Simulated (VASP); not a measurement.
# Rb (Fm-3m) in VASP: notebook

Rb is run at these levels: PBE, PBEsol, PBE+D3(BJ); tasks: single point.

All numbers are computed with VASP 6.6.1; they aren't measurements. Logs are shortened: lines on timing, memory, paths and dates and some standing lists are left out, and cuts for length are marked.

### 1 The cell of the first run

Symmetry: Fm-3m, No. 225, cubic system. Conventional cell: a = 7.280 Å, b = 7.280 Å, c = 7.280 Å, α = 90.00°, β = 90.00°, γ = 90.00°.

### 2 Single point, PBE

The input, INCAR:

```
PREC = Accurate ; ENCUT = 520
EDIFF = 1E-7 ; ISMEAR = 1
SIGMA = 0.27211386245988 ; LREAL = False
LASPH = True ; NELM = 80
ALGO = Normal ; ISIF = 2
LWAVE = False ; LCHARG = True
GGA = PE ; LELF = True
LVHAR = True ; NBANDS = 10
```

The input, KPOINTS:

```
Automatic mesh
0
Gamma
  2 2 2
```

The input, POSCAR:

```
Rb
1.0
    0.0000000000      3.6398846700      3.6398846700
    3.6398846700      0.0000000000      3.6398846700
    3.6398846700      3.6398846700      0.0000000000
Rb
1
Direct
    0.0000000000      0.0000000000      0.0000000000
```

Potentials or basis: VASP PAW PBE potentials, release 64 (Rb_sv).

Launch:

```console
cat potpaw_PBE.64/Rb_sv/POTCAR > POTCAR
mpirun -np 1 vasp_std > vasp.out
```

OUTCAR:

```text
PREC = Accurate
   ENCUT = 520
   EDIFF = 1E-7
   ISMEAR = 1
   LREAL = False
   LASPH = True
   NELM = 80
   ISIF = 2
   GGA = PE

 ion  position               nearest neighbor table
   1  0.000  0.000  0.000-

  LATTYP: Found a face centered cubic cell.
 ALAT       =     7.2797693400

  Lattice vectors:

 A1 = (   0.0000000000,   3.6398846700,   3.6398846700)
 A2 = (   3.6398846700,   0.0000000000,   3.6398846700)
 A3 = (   3.6398846700,   3.6398846700,   0.0000000000)

Analysis of symmetry for initial positions (statically):
=====================================================================
 Subroutine PRICEL returns:
 Original cell was already a primitive cell.

 Routine SETGRP: Setting up the symmetry group for a
 face centered cubic supercell.

 Subroutine GETGRP returns: Found 48 space group operations
 (whereof 48 operations were pure point group operations)
 out of a pool of 48 trial point group operations.

The static configuration has the point symmetry O_h .

Analysis of symmetry for dynamics (positions and initial velocities):
=====================================================================
 Subroutine PRICEL returns:
 Original cell was already a primitive cell.

 Routine SETGRP: Setting up the symmetry group for a
 face centered cubic supercell.

 Subroutine GETGRP returns: Found 48 space group operations
 (whereof 48 operations were pure point group operations)
 out of a pool of 48 trial point group operations.

The dynamic configuration has the point symmetry O_h .

 Subroutine INISYM returns: Found 48 space group operations
 (whereof 48 operations are pure point group operations),
 and found     1 'primitive' translations

----------------------------------------------------------------------------------------

                                     Primitive cell

  volume of cell :      96.4479

  direct lattice vectors                    reciprocal lattice vectors
     0.000000000  3.639884670  3.639884670    -0.137366990  0.137366990  0.137366990
     3.639884670  0.000000000  3.639884670     0.137366990 -0.137366990  0.137366990
     3.639884670  3.639884670  0.000000000     0.137366990  0.137366990 -0.137366990

  length of vectors
     5.147574266  5.147574266  5.147574266     0.237926605  0.237926605  0.237926605

  position of ions in fractional coordinates (direct lattice)
     0.000000000  0.000000000  0.000000000

  ion indices of the primitive-cell ions
   primitive index   ion index
                 1           1

----------------------------------------------------------------------------------------

 KPOINTS: Automatic mesh

Automatic generation of k-mesh.
 Grid dimensions read from file:
 generate k-points for:    2    2    2

 Generating k-lattice:

  Cartesian coordinates                     Fractional coordinates (reciprocal lattice)
    -0.068683495  0.068683495  0.068683495     0.500000000  0.000000000  0.000000000
     0.068683495 -0.068683495  0.068683495     0.000000000  0.500000000  0.000000000
     0.068683495  0.068683495 -0.068683495     0.000000000  0.000000000  0.500000000

  Length of vectors
     0.118963303  0.118963303  0.118963303

  Shift w.r.t. Gamma in fractional coordinates (k-lattice)
     0.000000000  0.000000000  0.000000000

 Subroutine IBZKPT returns following result:
 ===========================================

 Found      3 irreducible k-points:

 Following reciprocal coordinates:
            Coordinates               Weight
  0.000000  0.000000  0.000000      1.000000
  0.500000  0.000000  0.000000      4.000000
  0.500000  0.500000  0.000000      3.000000
   k-points           NKPTS =      3   k-points in BZ     NKDIM =      3   number of bands    NBANDS=     10
   number of dos      NEDOS =    301   number of ions     NIONS =      1
   total plane-waves  NPLWV =  64000
   dimension x,y,z NGX =    40 NGY =   40 NGZ =   40
   dimension x,y,z NGXF=    80 NGYF=   80 NGZF=   80
   ions per type =               1
   NGX,Y,Z   is equivalent  to a cutoff of  12.92, 12.92, 12.92 a.u.
   NGXF,Y,Z  is equivalent  to a cutoff of  25.84, 25.84, 25.84 a.u.
 SYSTEM =  unknown system
   PREC   = accura    normal or accurate (medium, high low for compatibility)
   ISTART =      0    job   : 0-new  1-cont  2-samecut
   ICHARG =      2    charge: 1-file 2-atom 10-const
   ISPIN  =      1    spin polarized calculation?
   LNONCOLLINEAR =      F non collinear calculations
   LSORBIT =      F    spin-orbit coupling
   LASPH  =      T    aspherical Exc in radial PAW
   ENCUT  =  520.0 eV  38.22 Ry    6.18 a.u.   9.57  9.57  9.57*2*pi/ulx,y,z
   NELM   =     80;   NELMIN=  2; NELMDL= -5     # of ELM steps
   EDIFF  = 0.1E-06   stopping-criterion for ELM
   LREAL  =      F    real-space projection
   EDIFFG = 0.1E-05   stopping-criterion for IOM
   NSW    =      0    number of steps for IOM
   IBRION =     -1    ionic relax: 0-MD 1-quasi-New 2-CG
   NFREE  =      0    steps in history (QN), initial steepest desc. (CG)
   ISIF   =      2    stress and relaxation
   ISYM   =      2    0-nonsym 1-usesym 2-fastsym
   POTIM  = 0.5000    time-step for ionic-motion
   TEBEG  =    0.0;   TEEND  =   0.0 temperature during run
   PSTRESS=    0.0 pullay stress
   NELECT =       9.0000    total number of electrons
   NUPDOWN=      -1.0000    fix difference up-down
   EMIN   =  10.00;   EMAX   =-10.00  energy-range for DOS
   EFERMI =   0.00;   METHOD = LEGACY
   ISMEAR =     1;   SIGMA  =   0.27  broadening in eV -4-tet -1-fermi 0-gaus
   EFERMI_NEDOS =   21; number of points for ismear=-14 and -15
   IALGO  =     38    algorithm
   IMIX   =      4    mixing-type and parameters
     AMIX     =   0.40;   BMIX     =  1.00
     AMIX_MAG =   1.60;   BMIX_MAG =  1.00
  volume/ion in A,a.u.               =      96.45       650.86
  Fermi-wavevector in a.u.,A,eV,Ry     =   0.742548  1.403213  7.501953  0.551378
  Thomas-Fermi vector in A             =   1.837453
   LORBIT       =      0    0 simple, 1 ext, 2 COOP (PROOUT), +10 PAW based schemes
   GGA     = PE    functional components
   LHFCALC =     F    Hartree Fock is set to
   AEXX    =    0.0000 exact exchange contribution
   IVDW    =     0    specifies the selected vdW correction
   LEPSILON=     F    determine dielectric tensor
   LRPA    =     F    only Hartree local field effects (RPA)
 non-spin polarized calculation
 Methfessel and Paxton  Order N= 1 SIGMA  =   0.27
  energy-cutoff  :      520.00
  volume of cell :       96.45
 maximum number of plane-waves:      2637
 NGX is ok and might be reduce to    40
   NGX = 19   NGY = 19   NGZ = 19

 number of electron       9.0000000 magnetization

 Free energy of the ion-electron system (eV)
  ---------------------------------------------------
  ext. energy  EPLUGINS =         0.00000000
  ---------------------------------------------------
  free energy    TOTEN  =        -0.63416444 eV

  energy without entropy =       -0.61653514  energy(sigma->0) =       -0.62828801

 E-fermi :   0.1378     XC(G=0):  -5.2369

 val. band max:        0.0472621368   @ k =   0.5000   0.0000   0.0000
 cond. band min:       0.6524642840   @ k =   0.5000   0.0000   0.0000
 fundamental gap:      0.6052021472
 Fermi energy:         0.1378147973

 k-point     1 :       0.0000    0.0000    0.0000
  band No.  band energies     occupation
      1     -28.9383      2.00000
      2     -12.9879      2.00000
      3     -12.9879      2.00000
      4     -12.9879      2.00000
      5      -1.9319      2.00000
      6       3.4519     -0.00000
      7       3.4519     -0.00000
      8       3.4519     -0.00000
      9       4.7625     -0.00000
     10       4.7625     -0.00000

 k-point     2 :       0.5000    0.0000    0.0000
  band No.  band energies     occupation
      1     -28.9354      2.00000
      2     -13.0657      2.00000
      3     -12.9988      2.00000
      4     -12.9988      2.00000
      5       0.0473      1.53015
      6       0.6525     -0.02235
      7       3.2909     -0.00000
      8       3.2909     -0.00000
      9       5.2631     -0.00000
     10       5.6572      0.00000

 k-point     3 :       0.5000    0.5000    0.0000
  band No.  band energies     occupation
      1     -28.9345      2.00000
      2     -13.0615      2.00000
      3     -13.0166      2.00000
      4     -13.0166      2.00000
      5       0.7165     -0.01040
      6       1.2398     -0.00000
      7       1.7245     -0.00000
      8       4.2520     -0.00000
      9       4.2520     -0.00000
     10       4.5935     -0.00000

------------------------ aborting loop because EDIFF is reached ----------------------------------------

  FORCE on cell =-STRESS in cart. coord.  units (eV):
  Direction    XX          YY          ZZ          XY          YZ          ZX
  --------------------------------------------------------------------------------------
  -------------------------------------------------------------------------------------
  Total       -0.1018201     -0.1018201     -0.1018201      0.0000000      0.0000000      0.0000000
  in kB       -1.6914184     -1.6914184     -1.6914184      0.0000000      0.0000000      0.0000000
  external PRESSURE =      -1.6914184 kB  Pullay stress =       0.0000000 kB

 VOLUME and BASIS-vectors are now :
 -----------------------------------------------------------------------------
  energy-cutoff  :      520.00
  volume of cell :       96.45
      direct lattice vectors                 reciprocal lattice vectors
     0.000000000  3.639884670  3.639884670    -0.137366990  0.137366990  0.137366990
     3.639884670  0.000000000  3.639884670     0.137366990 -0.137366990  0.137366990
     3.639884670  3.639884670  0.000000000     0.137366990  0.137366990 -0.137366990

 POSITION                                       TOTAL-FORCE (eV/Angst)
 -----------------------------------------------------------------------------------
      0.00000      0.00000      0.00000         0.000000      0.000000     -0.000000
 -----------------------------------------------------------------------------------
    total drift:                               -0.000000     -0.000000     -0.000000

  FREE ENERGIE OF THE ION-ELECTRON SYSTEM (eV)
  ---------------------------------------------------
  free  energy   TOTEN  =        -0.6341644403 eV

  energy  without entropy=       -0.6165351415  energy(sigma->0) =       -0.62828801
```

It took 12 s on 1 thread of Intel Xeon 8259CL, shared host; peak memory 0.22 GiB.

What came out:

```yaml
Free_energy: -0.6342 eV
Pressure: -0.2 GPa
```

Caveat: the k points lie up to 0.75 Å⁻¹ apart.

(Continued in part 2 of 3.)
